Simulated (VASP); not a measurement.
# MoS2 in VASP: notebook

MoS2 is run at these levels: PBE+D3(BJ), PBE, r2SCAN; tasks: single point.

All numbers are computed with VASP 6.6.1; they aren't measurements. Logs are shortened: lines on timing, memory, paths and dates and some standing lists are left out, and cuts for length are marked.

### 1 The cell of the first run

The cell holds a slab with vacuum, 6 atoms: a = 3.149 Å, b = 3.149 Å, c = 44.353 Å, α = 90.00°, β = 90.00°, γ = 120.00°.

### 2 Single point, PBE+D3(BJ)

File INCAR:

```
SYSTEM = MoS2
PREC = Accurate ; ENCUT = 520
EDIFF = 1E-7 ; ISMEAR = 0
SIGMA = 0.1 ; LREAL = .False.
LASPH = .True. ; NELM = 80
ALGO = Normal ; ISIF = 2
LWAVE = .False. ; LCHARG = .False.
LDIPOL = .True. ; IDIPOL = 3
DIPOL = 0.5 0.5 0.500 ; GGA = PE
IVDW = 12 ; NBANDS = 35
```

File KPOINTS:

```
Automatic mesh
0
Gamma
  6 6 1
  0 0 0
```

File POSCAR:

```
MoS2
1.0
    3.1491697217      0.0000000000      0.0000000000
   -1.5745848609      2.7272609798      0.0000000000
    0.0000000000      0.0000000000     44.3528703634
S Mo
4 2
Direct
    0.3333333333      0.6666666667      0.3965519581
    0.3333333333      0.6666666667      0.4671563923
    0.6666666667      0.3333333333      0.5328436077
    0.6666666667      0.3333333333      0.6034480419
    0.6666666667      0.3333333333      0.4318541752
    0.3333333333      0.6666666667      0.5681458248
```

Potentials or basis: VASP PAW PBE potentials, release 64 (S, Mo_sv).

Started as:

```console
$ cat potpaw_PBE.64/S/POTCAR potpaw_PBE.64/Mo_sv/POTCAR > POTCAR
$ mpirun -np 1 vasp_std > vasp.out
```

OUTCAR:

```text
SYSTEM = MoS2
   PREC = Accurate
   ENCUT = 520
   EDIFF = 1E-7
   ISMEAR = 0
   LREAL = .False.
   LASPH = .True.
   NELM = 80
   ISIF = 2
   GGA = PE
   IVDW = 12
 IVDW          = 12

 ion  position               nearest neighbor table
   1  0.333  0.667  0.397-   5 2.40   5 2.40   5 2.40
   2  0.333  0.667  0.467-   5 2.40   5 2.40   5 2.40
   3  0.667  0.333  0.533-   6 2.40   6 2.40   6 2.40
   4  0.667  0.333  0.603-   6 2.40   6 2.40   6 2.40
   5  0.667  0.333  0.432-   2 2.40   1 2.40   2 2.40   1 2.40   2 2.40   1 2.40
   6  0.333  0.667  0.568-   3 2.40   4 2.40   3 2.40   4 2.40   3 2.40   4 2.40

  LATTYP: Found a hexagonal cell.
 ALAT       =     3.1491697217
 C/A-ratio  =    14.0839885694

  Lattice vectors:

 A1 = (   3.1491697217,   0.0000000000,   0.0000000000)
 A2 = (  -1.5745848609,   2.7272609798,   0.0000000000)
 A3 = (   0.0000000000,   0.0000000000,  44.3528703634)

Analysis of symmetry for initial positions (statically):
=====================================================================
 Subroutine PRICEL returns:
 Original cell was already a primitive cell.

 Routine SETGRP: Setting up the symmetry group for a
 hexagonal supercell.

 Subroutine GETGRP returns: Found 12 space group operations
 (whereof 12 operations were pure point group operations)
 out of a pool of 24 trial point group operations.

The static configuration has the point symmetry D_3d.

Analysis of symmetry for dynamics (positions and initial velocities):
=====================================================================
 Subroutine PRICEL returns:
 Original cell was already a primitive cell.

 Routine SETGRP: Setting up the symmetry group for a
 hexagonal supercell.

 Subroutine GETGRP returns: Found 12 space group operations
 (whereof 12 operations were pure point group operations)
 out of a pool of 24 trial point group operations.

The dynamic configuration has the point symmetry D_3d.

 Subroutine INISYM returns: Found 12 space group operations
 (whereof 12 operations are pure point group operations),
 and found     1 'primitive' translations

----------------------------------------------------------------------------------------

                                     Primitive cell

  volume of cell :     380.9294

  direct lattice vectors                    reciprocal lattice vectors
     3.149169722  0.000000000  0.000000000     0.317544016  0.183334123  0.000000000
    -1.574584861  2.727260980  0.000000000     0.000000000  0.366668246  0.000000000
     0.000000000  0.000000000 44.352870363     0.000000000  0.000000000  0.022546455

  length of vectors
     3.149169722  3.149169722 44.352870363     0.366668246  0.366668246  0.022546455

  position of ions in fractional coordinates (direct lattice)
     0.333333333  0.666666667  0.396551958
     0.333333333  0.666666667  0.467156392
     0.666666667  0.333333333  0.532843608
     0.666666667  0.333333333  0.603448042
     0.666666667  0.333333333  0.431854175
     0.333333333  0.666666667  0.568145825

  ion indices of the primitive-cell ions
   primitive index   ion index
                 1           1
                 2           2
                 3           3
                 4           4
                 5           5
                 6           6

----------------------------------------------------------------------------------------

 KPOINTS: Automatic mesh

Automatic generation of k-mesh.
 Grid dimensions read from file:
 generate k-points for:    6    6    1

 Generating k-lattice:

  Cartesian coordinates                     Fractional coordinates (reciprocal lattice)
     0.052924003  0.030555687  0.000000000     0.166666667  0.000000000  0.000000000
     0.000000000  0.061111374  0.000000000     0.000000000  0.166666667  0.000000000
     0.000000000  0.000000000  0.022546455     0.000000000  0.000000000  1.000000000

  Length of vectors
     0.061111374  0.061111374  0.022546455

  Shift w.r.t. Gamma in fractional coordinates (k-lattice)
     0.000000000  0.000000000  0.000000000

 Subroutine IBZKPT returns following result:
 ===========================================

 Found      7 irreducible k-points:

 Following reciprocal coordinates:
            Coordinates               Weight
  0.000000  0.000000  0.000000      1.000000
  0.166667 -0.000000  0.000000      6.000000
  0.333333 -0.000000  0.000000      6.000000
  0.500000 -0.000000  0.000000      3.000000
  0.166667  0.166667  0.000000      6.000000
  0.333333  0.166667  0.000000     12.000000
  0.333333  0.333333  0.000000      2.000000
   k-points           NKPTS =      7   k-points in BZ     NKDIM =      7   number of bands    NBANDS=     35
   number of dos      NEDOS =    301   number of ions     NIONS =      6
   total plane-waves  NPLWV = 193536
   dimension x,y,z NGX =    24 NGY =   24 NGZ =  336
   dimension x,y,z NGXF=    48 NGYF=   48 NGZF=  672
   ions per type =               4   2
   NGX,Y,Z   is equivalent  to a cutoff of  12.67, 12.67, 12.59 a.u.
   NGXF,Y,Z  is equivalent  to a cutoff of  25.34, 25.34, 25.19 a.u.
 SYSTEM =  MoS2
   PREC   = accura    normal or accurate (medium, high low for compatibility)
   ISTART =      0    job   : 0-new  1-cont  2-samecut
   ICHARG =      2    charge: 1-file 2-atom 10-const
   ISPIN  =      1    spin polarized calculation?
   LNONCOLLINEAR =      F non collinear calculations
   LSORBIT =      F    spin-orbit coupling
   LASPH  =      T    aspherical Exc in radial PAW
   ENCUT  =  520.0 eV  38.22 Ry    6.18 a.u.   5.86  5.86 82.47*2*pi/ulx,y,z
   NELM   =     80;   NELMIN=  2; NELMDL= -5     # of ELM steps
   EDIFF  = 0.1E-06   stopping-criterion for ELM
   LREAL  =      F    real-space projection
   EDIFFG = 0.1E-05   stopping-criterion for IOM
   NSW    =      0    number of steps for IOM
   IBRION =     -1    ionic relax: 0-MD 1-quasi-New 2-CG
   NFREE  =      0    steps in history (QN), initial steepest desc. (CG)
   ISIF   =      2    stress and relaxation
   ISYM   =      2    0-nonsym 1-usesym 2-fastsym
   POTIM  = 0.5000    time-step for ionic-motion
   TEBEG  =    0.0;   TEEND  =   0.0 temperature during run
   PSTRESS=    0.0 pullay stress
   NELECT =      52.0000    total number of electrons
   NUPDOWN=      -1.0000    fix difference up-down
   EMIN   =  10.00;   EMAX   =-10.00  energy-range for DOS
   EFERMI =   0.00;   METHOD = LEGACY
   ISMEAR =     0;   SIGMA  =   0.10  broadening in eV -4-tet -1-fermi 0-gaus
   EFERMI_NEDOS =   21; number of points for ismear=-14 and -15
   IALGO  =     38    algorithm
   IMIX   =      4    mixing-type and parameters
     AMIX     =   0.40;   BMIX     =  1.00
     AMIX_MAG =   1.60;   BMIX_MAG =  1.00
  volume/ion in A,a.u.               =      63.49       428.44
  Fermi-wavevector in a.u.,A,eV,Ry     =   0.842936  1.592917  9.667492  0.710541
  Thomas-Fermi vector in A             =   1.957722
   LORBIT       =      0    0 simple, 1 ext, 2 COOP (PROOUT), +10 PAW based schemes
   GGA     = PE    functional components
   LHFCALC =     F    Hartree Fock is set to
   AEXX    =    0.0000 exact exchange contribution
   IVDW    =    12    specifies the selected vdW correction
   LEPSILON=     F    determine dielectric tensor
   LRPA    =     F    only Hartree local field effects (RPA)
 non-spin polarized calculation
 Gauss-broadening in eV      SIGMA  =   0.10
  energy-cutoff  :      520.00
  volume of cell :      380.93
 maximum number of plane-waves:     10286
 NGX is ok and might be reduce to    24
   NGX = 11   NGY = 11   NGZ =165

 number of electron      52.0000000 magnetization

 dipolmoment           0.000000      0.000000     -0.000000 electrons x Angstroem

 Free energy of the ion-electron system (eV)
  ---------------------------------------------------
  ext. energy  EPLUGINS =         0.00000000
  ---------------------------------------------------
  free energy    TOTEN  =       -43.61115098 eV

  energy without entropy =      -43.61115098  energy(sigma->0) =      -43.61115098

 E-fermi :  -1.3542     XC(G=0):  -3.2567

 val. band max:       -1.8241321727   @ k =   0.0000   0.0000   0.0000
 cond. band min:      -0.6062857837   @ k =   0.1667   0.1667   0.0000
 fundamental gap:      1.2178463890
 Fermi energy:        -1.3541914043

 k-point     1 :       0.0000    0.0000    0.0000
  band No.  band energies     occupation
      1     -63.1404      2.00000
      2     -63.1404      2.00000
      3     -37.3067      2.00000
      4     -37.3066      2.00000
      5     -37.0607      2.00000
      6     -37.0607      2.00000
[... 27 lines left out ...]
     34       0.8162      0.00000
     35       3.1525      0.00000

 k-point     2 :       0.1667   -0.0000    0.0000
  band No.  band energies     occupation
      1     -63.1297      2.00000
      2     -63.1297      2.00000
      3     -37.2857      2.00000
      4     -37.2857      2.00000
      5     -37.1664      2.00000
      6     -37.1664      2.00000
[... 27 lines left out ...]
     34       1.1723      0.00000
     35       3.7237      0.00000

 k-point     3 :       0.3333   -0.0000    0.0000
  band No.  band energies     occupation
      1     -63.1081      2.00000
      2     -63.1081      2.00000
      3     -37.3728      2.00000
      4     -37.3728      2.00000
      5     -37.2437      2.00000
      6     -37.2436      2.00000
[... 27 lines left out ...]
     34       1.9602      0.00000
     35       4.9467      0.00000

 k-point     4 :       0.5000   -0.0000    0.0000
  band No.  band energies     occupation
      1     -63.0973      2.00000
      2     -63.0973      2.00000
      3     -37.4736      2.00000
      4     -37.4736      2.00000
      5     -37.2225      2.00000
      6     -37.2225      2.00000
[... 27 lines left out ...]
     34       2.1977      0.00000
     35       3.8633      0.00000

 k-point     5 :       0.1667    0.1667    0.0000
  band No.  band energies     occupation
      1     -63.1135      2.00000
      2     -63.1135      2.00000
      3     -37.3023      2.00000
      4     -37.3023      2.00000
      5     -37.2542      2.00000
      6     -37.2542      2.00000
[... 27 lines left out ...]
     34       2.1181      0.00000
     35       4.7337      0.00000

 k-point     6 :       0.3333    0.1667    0.0000
  band No.  band energies     occupation
      1     -63.0973      2.00000
      2     -63.0973      2.00000
      3     -37.4221      2.00000
      4     -37.4221      2.00000
      5     -37.2226      2.00000
      6     -37.2225      2.00000
[... 27 lines left out ...]
     34       2.4572      0.00000
     35       4.6917      0.00000

 k-point     7 :       0.3333    0.3333    0.0000
  band No.  band energies     occupation
      1     -63.0919      2.00000
      2     -63.0919      2.00000
      3     -37.3715      2.00000
      4     -37.3715      2.00000
      5     -37.3251      2.00000
      6     -37.3251      2.00000
[... 27 lines left out ...]
     34       2.6965      0.00000
     35       4.5950      0.00000

------------------------ aborting loop because EDIFF is reached ----------------------------------------

 vacuum level on the upper side and lower side of the slab       (xc-potential included)        -0.083        -0.083

 Edisp (eV)   -2.25953

 E8    (eV) :    -0.9442

  FORCE on cell =-STRESS in cart. coord.  units (eV):
  Direction    XX          YY          ZZ          XY          YZ          ZX
  --------------------------------------------------------------------------------------
  -------------------------------------------------------------------------------------
  Total       0.14729     0.14729     0.14765    -0.00000    -0.00000    -0.00000
  in kB       0.61949     0.61949     0.62102    -0.00000    -0.00000    -0.00000
  external pressure =        0.62 kB  Pullay stress =        0.00 kB

 VOLUME and BASIS-vectors are now :
 -----------------------------------------------------------------------------
  energy-cutoff  :      520.00
  volume of cell :      380.93
      direct lattice vectors                 reciprocal lattice vectors
     3.149169722  0.000000000  0.000000000     0.317544016  0.183334123  0.000000000
    -1.574584861  2.727260980  0.000000000     0.000000000  0.366668246  0.000000000
     0.000000000  0.000000000 44.352870363     0.000000000  0.000000000  0.022546455

 POSITION                                       TOTAL-FORCE (eV/Angst)
 -----------------------------------------------------------------------------------
     -0.00000      1.81817     17.58822        -0.000000      0.000000     -0.038193
     -0.00000      1.81817     20.71973        -0.000000      0.000000      0.009409
      1.57458      0.90909     23.63314        -0.000000      0.000000     -0.009409
      1.57458      0.90909     26.76465         0.000000      0.000000      0.038193
      1.57458      0.90909     19.15397        -0.000000     -0.000000      0.021401
     -0.00000      1.81817     25.19890         0.000000      0.000000     -0.021401
 -----------------------------------------------------------------------------------
    total drift:                                0.000000      0.000000     -0.000000

  FREE ENERGIE OF THE ION-ELECTRON SYSTEM (eV)
  ---------------------------------------------------
  free  energy   TOTEN  =       -45.8706761240 eV

  energy  without entropy=      -45.8706761240  energy(sigma->0) =      -45.87067612

 vacuum level on the upper side and lower side of the slab         3.520         3.520
```

It took 2.1 min on 1 thread of AMD EPYC 9R14 (Zen 4), shared host; peak memory 0.43 GiB.

Results:

```
Free energy                : -45.8707 eV
Largest force              : 0.038 eV/Å
Band gap on the k mesh     : 1.22 eV, indirect (least direct gap 1.75 eV)
Dispersion energy per atom : -0.377 eV
```

Forces in eV/Å, atoms in the order of the input:
```
S    0.000  0.000 -0.038
S    0.000  0.000  0.009
S    0.000  0.000 -0.009
S    0.000  0.000  0.038
Mo   0.000  0.000  0.021
Mo   0.000  0.000 -0.021
```

Levels at points of the mesh, in eV from the valence-band top:
| k point | band 22 | band 23 | band 24 | band 25 | band 26 | band 27 | band 28 | band 29 | band 30 | band 31 |
| --- | --- | --- | --- | --- | --- | --- | --- | --- | --- | --- |
| (0.00, 0.00, 0.00) | -1.93 | -1.93 | -1.78 | -0.77 | 0.00 | 2.33 | 2.33 | 2.36 | 2.36 | 2.54 |
| (0.50, 0.00, 0.00) | -2.39 | -1.48 | -1.35 | -1.20 | -1.12 | 1.86 | 1.89 | 2.30 | 2.46 | 3.23 |

### 3 Single point, PBE

This run uses another cell than the first one, of 64.93 Å³/atom, 1.023 times its volume.

File INCAR:

```
ALGO = Normal
DIPOL = 0.5 0.5 0.500
EDIFF = 1E-6
ENCUT = 520
GGA = PE
IDIPOL = 3
ISIF = 2
ISMEAR = 0
LASPH = T
LCHARG = T
LDIPOL = T
LELF = T
LREAL = F
LVACPOTAV = T
LVHAR = T
LWAVE = F
NBANDS = 35
NELM = 80
PREC = Accurate
SIGMA = 0.02
```

File KPOINTS:

```
k-points
0
Gamma
  12 12 1
```

File POSCAR:

```
MoS2
1.0
    3.1848478315      0.0000000000      0.0000000000
   -1.5924239158      2.7581591293      0.0000000000
    0.0000000000      0.0000000000     44.3528702415
S Mo
4 2
Direct
    0.3333333333      0.6666666667      0.3813499095
    0.3333333333      0.6666666667      0.4518149615
    0.6666666667      0.3333333333      0.5481850385
    0.6666666667      0.3333333333      0.6186500905
    0.6666666667      0.3333333333      0.4165814865
    0.3333333333      0.6666666667      0.5834185135
```

Potentials or basis: VASP PAW PBE potentials, release 64 (S, Mo_sv).

Started as:

```console
$ cat potpaw_PBE.64/S/POTCAR potpaw_PBE.64/Mo_sv/POTCAR > POTCAR
$ mpirun -np 1 vasp_std > vasp.out
```

Run time: 3.8 min. Hardware: 1 thread of Intel Xeon 6975P-C (Granite Rapids), shared host; peak memory 0.56 GiB.

It converged, with:

| Item | Value |
| --- | --- |
| Free energy | -43.7098 eV |
| Largest force | 0.012 eV/Å |
| Band gap on the k mesh | 1.55 eV, indirect (least direct gap 1.67 eV) |
| Ionisation potential of the upper face | 5.81 eV |

Forces in eV/Å, atoms in the order of the input:
```
S    0.000  0.000  0.011
S    0.000  0.000 -0.012
S    0.000  0.000  0.012
S    0.000  0.000 -0.011
Mo   0.000  0.000  0.000
Mo   0.000  0.000  0.000
```

Levels at points of the mesh, in eV from the valence-band top:
| k point | band 22 | band 23 | band 24 | band 25 | band 26 | band 27 | band 28 | band 29 | band 30 | band 31 |
| --- | --- | --- | --- | --- | --- | --- | --- | --- | --- | --- |
| (0.00, 0.00, 0.00) | -1.61 | -1.61 | -1.61 | -0.20 | 0.00 | 2.65 | 2.65 | 2.65 | 2.65 | 2.89 |
| (0.50, 0.00, 0.00) | -1.98 | -1.09 | -1.08 | -0.74 | -0.74 | 2.13 | 2.13 | 2.63 | 2.65 | 3.70 |

### 4 Single point, r2SCAN

File POSCAR:

```
MoS2
1.0
    3.1517612106      0.0000000000      0.0000000000
   -1.5758806053      2.7295052751      0.0000000000
    0.0000000000      0.0000000000     44.3528702415
S Mo
4 2
Direct
    0.3333333333      0.6666666667      0.3963814804
    0.3333333333      0.6666666667      0.4670317694
    0.6666666667      0.3333333333      0.5329682306
    0.6666666667      0.3333333333      0.6036185196
    0.6666666667      0.3333333333      0.4317243306
    0.3333333333      0.6666666667      0.5682756694
```

File INCAR.step1:

```
SYSTEM = MoS2
ALGO = Normal
DIPOL = 0.5 0.5 0.500
EDIFF = 1E-4
ENCUT = 520
GGA = PE
IDIPOL = 3
ISMEAR = 0
LASPH = .True.
LCHARG = .False.
LDIPOL = .True.
LREAL = .False.
LWAVE = .True.
NBANDS = 35
NELM = 100
PREC = Accurate
SIGMA = 0.02
```

File INCAR.step2:

```
SYSTEM = MoS2
ALGO = Normal
DIPOL = 0.5 0.5 0.500
EDIFF = 1E-7
ENCUT = 520
IDIPOL = 3
ISIF = 2
ISMEAR = 0
ISTART = 1
LASPH = .True.
LCHARG = .False.
LDIPOL = .True.
LMIXTAU = .True.
LREAL = .False.
LWAVE = .False.
METAGGA = R2SCAN
NBANDS = 35
NELM = 100
PREC = Accurate
SIGMA = 0.02
```

File KPOINTS:

```
k-points
0
Gamma
  12 12 1
  0 0 0
```

Started as:

```console
$ cat potpaw_PBE.64/S/POTCAR potpaw_PBE.64/Mo_sv/POTCAR > POTCAR
$ cp INCAR.step1 INCAR
$ mpirun -np 1 vasp_std > vasp.out
$ cp INCAR.step2 INCAR
$ mpirun -np 1 vasp_std > vasp.out
```

Wall time 18 min (1 thread of Intel Xeon 6975P-C (Granite Rapids), shared host); peak memory 0.64 GiB.

Results (log left out):

```yaml
Free_energy: -89.9854 eV
Largest_force: 0.206 eV/Å
Band_gap_on_the_k_mesh: 1.34 eV, indirect (least direct gap 1.86 eV)
```

Forces in eV/Å, atoms in the order of the input:
```
S    0.000  0.000  0.089
S    0.000  0.000 -0.206
S    0.000  0.000  0.206
S    0.000  0.000 -0.089
Mo   0.000  0.000 -0.080
Mo   0.000  0.000  0.080
```

Levels at points of the mesh, in eV from the valence-band top:
```tsv
k point	band 23	band 24	band 25	band 26	band 27	band 28	band 29	band 30
(0.00, 0.00, 0.00)	-2.06	-1.90	-0.77	0.00	2.48	2.48	2.51	2.51
(0.50, 0.00, 0.00)	-1.60	-1.47	-1.23	-1.16	1.98	2.01	2.43	2.58
```

Caveat: the PAW data sets were made with another functional, which shifts forces and pressure a little.

[end of part 1 of 2]
